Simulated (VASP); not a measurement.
# Mn (Im-3m) in VASP: single point with PBE

Aim: the single point of Mn with PBE.

Program: VASP 6.6.1. These are calculated values, not measurements. Logs are shortened: lines on timing, memory, paths and dates and some standing lists are left out, and cuts for length are marked.

## (1) The cell of the first run

Symmetry: Im-3m, No. 229, cubic system. Conventional cell: a = 2.786 Å, b = 2.786 Å, c = 2.786 Å, α = 90.00°, β = 90.00°, γ = 90.00°. Within 3.2 Å of Mn (site symmetry m-3m) lie 14 Mn at 2.41 to 2.79 Å.

## (2) Single point, PBE

INCAR reads:

```
SYSTEM = Mn
ALGO = Normal ; EDIFF = 1E-6
ENCUT = 520 ; GGA = PE
ISIF = 2 ; ISMEAR = -1
LASPH = .True. ; LCHARG = .False.
LREAL = .False. ; LWAVE = .False.
NBANDS = 12 ; NELM = 100
PREC = Accurate ; SIGMA = 0.13605693000000002
```

KPOINTS reads:

```
k-points
0
Gamma
  16 16 16
  0 0 0
```

POSCAR reads:

```
Mn
1.0
   -1.3929062942      1.3929062942      1.3929062942
    1.3929062942     -1.3929062942      1.3929062942
    1.3929062942      1.3929062942     -1.3929062942
Mn
1
Direct
    0.0000000000      0.0000000000      0.0000000000
```

Potentials or basis: VASP PAW PBE potentials, release 64 (Mn_pv).

Launch:

```console
> cat potpaw_PBE.64/Mn_pv/POTCAR > POTCAR
> mpirun -np 1 vasp_std > vasp.out
```

OUTCAR:

```text
SYSTEM = Mn
   EDIFF = 1E-6
   ENCUT = 520
   GGA = PE
   ISIF = 2
   ISMEAR = -1
   LASPH = .True.
   LREAL = .False.
   NELM = 100
   PREC = Accurate

 ion  position               nearest neighbor table
   1  0.000  0.000  0.000-

  LATTYP: Found a body centered cubic cell.
 ALAT       =     2.7858125884

  Lattice vectors:

 A1 = (  -1.3929062942,   1.3929062942,   1.3929062942)
 A2 = (   1.3929062942,  -1.3929062942,   1.3929062942)
 A3 = (   1.3929062942,   1.3929062942,  -1.3929062942)

Analysis of symmetry for initial positions (statically):
=====================================================================
 Subroutine PRICEL returns:
 Original cell was already a primitive cell.

 Routine SETGRP: Setting up the symmetry group for a
 body centered cubic supercell.

 Subroutine GETGRP returns: Found 48 space group operations
 (whereof 48 operations were pure point group operations)
 out of a pool of 48 trial point group operations.

The static configuration has the point symmetry O_h .

Analysis of symmetry for dynamics (positions and initial velocities):
=====================================================================
 Subroutine PRICEL returns:
 Original cell was already a primitive cell.

 Routine SETGRP: Setting up the symmetry group for a
 body centered cubic supercell.

 Subroutine GETGRP returns: Found 48 space group operations
 (whereof 48 operations were pure point group operations)
 out of a pool of 48 trial point group operations.

The dynamic configuration has the point symmetry O_h .

 Subroutine INISYM returns: Found 48 space group operations
 (whereof 48 operations are pure point group operations),
 and found     1 'primitive' translations

----------------------------------------------------------------------------------------

                                     Primitive cell

  volume of cell :      10.8100

  direct lattice vectors                    reciprocal lattice vectors
    -1.392906294  1.392906294  1.392906294     0.000000000  0.358961692  0.358961692
     1.392906294 -1.392906294  1.392906294     0.358961692  0.000000000  0.358961692
     1.392906294  1.392906294 -1.392906294     0.358961692  0.358961692  0.000000000

  length of vectors
     2.412584472  2.412584472  2.412584472     0.507648493  0.507648493  0.507648493

  position of ions in fractional coordinates (direct lattice)
     0.000000000  0.000000000  0.000000000

  ion indices of the primitive-cell ions
   primitive index   ion index
                 1           1

----------------------------------------------------------------------------------------

 KPOINTS: k-points

Automatic generation of k-mesh.
 Grid dimensions read from file:
 generate k-points for:   16   16   16

 Generating k-lattice:

  Cartesian coordinates                     Fractional coordinates (reciprocal lattice)
     0.000000000  0.022435106  0.022435106     0.062500000  0.000000000  0.000000000
     0.022435106  0.000000000  0.022435106     0.000000000  0.062500000  0.000000000
     0.022435106  0.022435106  0.000000000     0.000000000  0.000000000  0.062500000

  Length of vectors
     0.031728031  0.031728031  0.031728031

  Shift w.r.t. Gamma in fractional coordinates (k-lattice)
     0.000000000  0.000000000  0.000000000

 Subroutine IBZKPT returns following result:
 ===========================================

 Found    145 irreducible k-points:

 Following reciprocal coordinates:
            Coordinates               Weight
  0.000000  0.000000  0.000000      1.000000
  0.062500  0.000000  0.000000     12.000000
  0.125000  0.000000  0.000000     12.000000
  0.187500  0.000000  0.000000     12.000000
  0.250000  0.000000  0.000000     12.000000
  0.312500  0.000000  0.000000     12.000000
[... 16 lines left out ...]
  0.187500  0.187500  0.000000     24.000000
  0.250000  0.187500  0.000000     48.000000
 [... further k-points ...]
   k-points           NKPTS =    145   k-points in BZ     NKDIM =    145   number of bands    NBANDS=     12
   number of dos      NEDOS =    301   number of ions     NIONS =      1
   total plane-waves  NPLWV =   5832
   dimension x,y,z NGX =    18 NGY =   18 NGZ =   18
   dimension x,y,z NGXF=    36 NGYF=   36 NGZF=   36
   ions per type =               1
   NGX,Y,Z   is equivalent  to a cutoff of  12.40, 12.40, 12.40 a.u.
   NGXF,Y,Z  is equivalent  to a cutoff of  24.81, 24.81, 24.81 a.u.
 SYSTEM =  Mn
   PREC   = accura    normal or accurate (medium, high low for compatibility)
   ISTART =      0    job   : 0-new  1-cont  2-samecut
   ICHARG =      2    charge: 1-file 2-atom 10-const
   ISPIN  =      1    spin polarized calculation?
   LNONCOLLINEAR =      F non collinear calculations
   LSORBIT =      F    spin-orbit coupling
   LASPH  =      T    aspherical Exc in radial PAW
   ENCUT  =  520.0 eV  38.22 Ry    6.18 a.u.   4.49  4.49  4.49*2*pi/ulx,y,z
   NELM   =    100;   NELMIN=  2; NELMDL= -5     # of ELM steps
   EDIFF  = 0.1E-05   stopping-criterion for ELM
   LREAL  =      F    real-space projection
   EDIFFG = 0.1E-04   stopping-criterion for IOM
   NSW    =      0    number of steps for IOM
   IBRION =     -1    ionic relax: 0-MD 1-quasi-New 2-CG
   NFREE  =      0    steps in history (QN), initial steepest desc. (CG)
   ISIF   =      2    stress and relaxation
   ISYM   =      2    0-nonsym 1-usesym 2-fastsym
   POTIM  = 0.5000    time-step for ionic-motion
   TEBEG  =    0.0;   TEEND  =   0.0 temperature during run
   PSTRESS=    0.0 pullay stress
   NELECT =      13.0000    total number of electrons
   NUPDOWN=      -1.0000    fix difference up-down
   EMIN   =  10.00;   EMAX   =-10.00  energy-range for DOS
   EFERMI =   0.00;   METHOD = LEGACY
   ISMEAR =    -1;   SIGMA  =   0.14  broadening in eV -4-tet -1-fermi 0-gaus
   EFERMI_NEDOS =   21; number of points for ismear=-14 and -15
   IALGO  =     38    algorithm
   IMIX   =      4    mixing-type and parameters
     AMIX     =   0.40;   BMIX     =  1.00
     AMIX_MAG =   1.60;   BMIX_MAG =  1.00
  volume/ion in A,a.u.               =      10.81        72.95
  Fermi-wavevector in a.u.,A,eV,Ry     =   1.740928  3.289876 41.236932  3.030829
  Thomas-Fermi vector in A             =   2.813483
   LORBIT       =      0    0 simple, 1 ext, 2 COOP (PROOUT), +10 PAW based schemes
   GGA     = PE    functional components
   LHFCALC =     F    Hartree Fock is set to
   AEXX    =    0.0000 exact exchange contribution
   IVDW    =     0    specifies the selected vdW correction
   LEPSILON=     F    determine dielectric tensor
   LRPA    =     F    only Hartree local field effects (RPA)
 non-spin polarized calculation
  energy-cutoff  :      520.00
  volume of cell :       10.81
 maximum number of plane-waves:       321
 NGX is ok and might be reduce to    18
   NGX =  9   NGY =  9   NGZ =  9

 number of electron      13.0000002 magnetization

 Free energy of the ion-electron system (eV)
  ---------------------------------------------------
  ext. energy  EPLUGINS =         0.00000000
  ---------------------------------------------------
  free energy    TOTEN  =        -8.90357915 eV

  energy without entropy =       -8.77436189  energy(sigma->0) =       -8.83897052

 E-fermi :  10.7458     XC(G=0): -13.9878

 val. band max:       10.7424244283   @ k =   0.2500   0.0000   0.0000
 cond. band min:      10.7520361053   @ k =   0.2500   0.1250  -0.0000
 fundamental gap:      0.0096116770
 Fermi energy:        10.7457548402

 k-point     1 :       0.0000    0.0000    0.0000
  band No.  band energies     occupation
      1     -37.2392      2.00000
      2     -37.2392      2.00000
      3     -37.2392      2.00000
      4       2.1339      2.00000
      5       9.1806      1.99998
      6       9.1806      1.99998
      7       9.1806      1.99998
      8      11.1033      0.13477
      9      11.1033      0.13477
     10      34.4362      0.00000
     11      34.4362      0.00000
     12      34.4362      0.00000

 k-point     2 :       0.0625    0.0000    0.0000
  band No.  band energies     occupation
      1     -37.2687      2.00000
      2     -37.2484      2.00000
      3     -37.2393      2.00000
      4       2.3081      2.00000
      5       9.1196      1.99999
      6       9.1717      1.99998
      7       9.2904      1.99995
      8      11.0371      0.21029
      9      11.1078      0.13065
     10      33.8677      0.00000
     11      34.3451      0.00000
     12      34.5124      0.00000

 k-point     3 :       0.1250    0.0000    0.0000
  band No.  band energies     occupation
      1     -37.3523      2.00000
      2     -37.2748      2.00000
      3     -37.2396      2.00000
      4       2.8141      2.00000
      5       8.9490      2.00000
      6       9.1251      1.99999
      7       9.6106      1.99952
      8      10.8915      0.51045
      9      11.1234      0.11731
     10      32.3535      0.00000
     11      33.9049      0.00000
     12      34.7172      0.00000

 k-point     4 :       0.1875    0.0000    0.0000
  band No.  band energies     occupation
      1     -37.4761      2.00000
      2     -37.3140      2.00000
      3     -37.2402      2.00000
      4       3.5940      2.00000
      5       8.7016      2.00000
      6       9.0130      1.99999
      7      10.1117      1.98124
      8      10.7871      0.84929
      9      11.1545      0.09447
     10      30.1910      0.00000
     11      32.9419      0.00000
     12      34.9911      0.00000

 k-point     5 :       0.2500    0.0000    0.0000
  band No.  band energies     occupation
      1     -37.6202      2.00000
      2     -37.3601      2.00000
      3     -37.2408      2.00000
      4       4.5174      2.00000
      5       8.4210      2.00000
      6       8.9169      2.00000
      7      10.7424      1.01224
      8      10.8000      0.80332
      9      11.2035      0.06686
     10      27.6699      0.00000
     11      31.6909      0.00000
     12      35.2698      0.00000

 k-point     6 :       0.3125    0.0000    0.0000
  band No.  band energies     occupation
      1     -37.7623      2.00000
      2     -37.4060      2.00000
      3     -37.2415      2.00000
      4       5.3228      2.00000
      5       8.1514      2.00000
      6       9.1118      1.99999
      7      10.9034      0.47782
      8      11.2665      0.04260
      9      11.4253      0.01346
     10      25.0691      0.00000
     11      30.4808      0.00000
     12      35.1398      0.00000

 k-point     7 :       0.3750    0.0000    0.0000
  band No.  band energies     occupation
      1     -37.8813      2.00000
      2     -37.4446      2.00000
      3     -37.2420      2.00000
      4       5.7324      2.00000
      5       7.9307      2.00000
      6       9.8437      1.99736
      7      11.0351      0.21310
      8      11.3316      0.02661
      9      12.0554      0.00013
     10      22.6500      0.00000
     11      29.5106      0.00000
     12      33.6416      0.00000

 k-point     8 :       0.4375    0.0000    0.0000
  band No.  band energies     occupation
      1     -37.9600      2.00000
      2     -37.4704      2.00000
      3     -37.2424      2.00000
      4       5.8245      2.00000
      5       7.7870      2.00000
      6      10.7982      0.80946
      7      11.1676      0.08620
      8      11.3815      0.01852
      9      12.5090      0.00000
     10      20.7603      0.00000
     11      28.8894      0.00000
     12      32.6648      0.00000
[... 166 lines left out ...]
 k-point    20 :       0.3125    0.1250    0.0000
  band No.  band energies     occupation
      1     -37.8655      2.00000
      2     -37.4697      2.00000
      3     -37.2797      2.00000
      4       6.1342      2.00000
      5       7.9574      2.00000
      6       9.0696      1.99999
      7      10.9101      0.46007
      8      11.5068      0.00741
      9      12.9454      0.00000
     10      22.8298      0.00000
     11      27.7573      0.00000
     12      32.0432      0.00000

 k-point    21 :       0.3750    0.1250    0.0000
  band No.  band energies     occupation
      1     -37.9281      2.00000
      2     -37.5032      2.00000
      3     -37.2809      2.00000
      4       6.2029      2.00000
      5       7.8375      2.00000
      6       9.6152      1.99951
      7      11.0182      0.23788
      8      11.6598      0.00241
      9      13.8119      0.00000
     10      20.8416      0.00000
     11      27.2198      0.00000
     12      31.2774      0.00000

 k-point    22 :       0.4375    0.1250   -0.0000
  band No.  band energies     occupation
      1     -37.9499      2.00000
      2     -37.5151      2.00000
      3     -37.2813      2.00000
      4       6.1962      2.00000
      5       7.7967      2.00000
      6       9.8424      1.99739
      7      11.0415      0.20429
      8      11.7563      0.00119
      9      14.2592      0.00000
     10      19.9830      0.00000
     11      27.0319      0.00000
     12      31.0118      0.00000

 k-point    23 :       0.1875    0.1875    0.0000
  band No.  band energies     occupation
      1     -37.7474      2.00000
      2     -37.4154      2.00000
      3     -37.2919      2.00000
      4       5.7710      2.00000
      5       8.1867      2.00000
      6       8.4314      2.00000
      7      10.6716      1.26583
      8      11.4109      0.01495
      9      12.1196      0.00008
     10      26.4642      0.00000
     11      27.4389      0.00000
     12      33.3525      0.00000

 k-point    24 :       0.2500    0.1875    0.0000
  band No.  band energies     occupation
      1     -37.8232      2.00000
      2     -37.4772      2.00000
      3     -37.3015      2.00000
      4       6.3973      2.00000
      5       7.9688      2.00000
      6       8.5184      2.00000
      7      10.7894      0.84104
      8      11.4948      0.00809
      9      13.1447      0.00000
     10      24.2550      0.00000
     11      26.1673      0.00000
     12      32.2156      0.00000

 [... further k-points ...]
[... 5 lines left out ...]
  --------------------------------------------------------------------------------------
  -------------------------------------------------------------------------------------
  Total        0.0193570      0.0193570      0.0193570      0.0000000      0.0000000      0.0000000
  in kB        2.8689527      2.8689527      2.8689527      0.0000000      0.0000000      0.0000000
  external PRESSURE =       2.8689527 kB  Pullay stress =       0.0000000 kB

 VOLUME and BASIS-vectors are now :
 -----------------------------------------------------------------------------
  energy-cutoff  :      520.00
  volume of cell :       10.81
      direct lattice vectors                 reciprocal lattice vectors
    -1.392906294  1.392906294  1.392906294     0.000000000  0.358961692  0.358961692
     1.392906294 -1.392906294  1.392906294     0.358961692  0.000000000  0.358961692
     1.392906294  1.392906294 -1.392906294     0.358961692  0.358961692  0.000000000

 POSITION                                       TOTAL-FORCE (eV/Angst)
 -----------------------------------------------------------------------------------
      0.00000      0.00000      0.00000        -0.000000      0.000000      0.000000
 -----------------------------------------------------------------------------------
    total drift:                                0.000000      0.000000      0.000000

  FREE ENERGIE OF THE ION-ELECTRON SYSTEM (eV)
  ---------------------------------------------------
  free  energy   TOTEN  =        -8.9035791461 eV

  energy  without entropy=       -8.7743618892  energy(sigma->0) =       -8.83897052
```

Wall time 10 s (1 thread of Intel Xeon Platinum 8488C (Sapphire Rapids), shared host); peak memory 0.13 GiB.

What came out:

```yaml
Free_energy: -8.9036 eV
Pressure: 0.3 GPa
```

Levels at points of the mesh, in eV from the Fermi level:
| k point | band 2 | band 3 | band 4 | band 5 | band 6 | band 7 | band 8 | band 9 | band 10 | band 11 |
| --- | --- | --- | --- | --- | --- | --- | --- | --- | --- | --- |
| (0.00, 0.00, 0.00) | -47.98 | -47.98 | -8.61 | -1.57 | -1.57 | -1.57 | 0.36 | 0.36 | 23.69 | 23.69 |
| (0.50, 0.00, 0.00) | -48.23 | -47.99 | -4.92 | -3.01 | 0.35 | 0.65 | 0.65 | 1.93 | 9.24 | 17.93 |
| (0.50, 0.50, 0.50) | -48.51 | -48.51 | -4.75 | -4.75 | 1.57 | 1.57 | 1.57 | 10.57 | 10.57 | 10.57 |

Caveat: the run has no spin polarisation, though such a crystal can be magnetic.
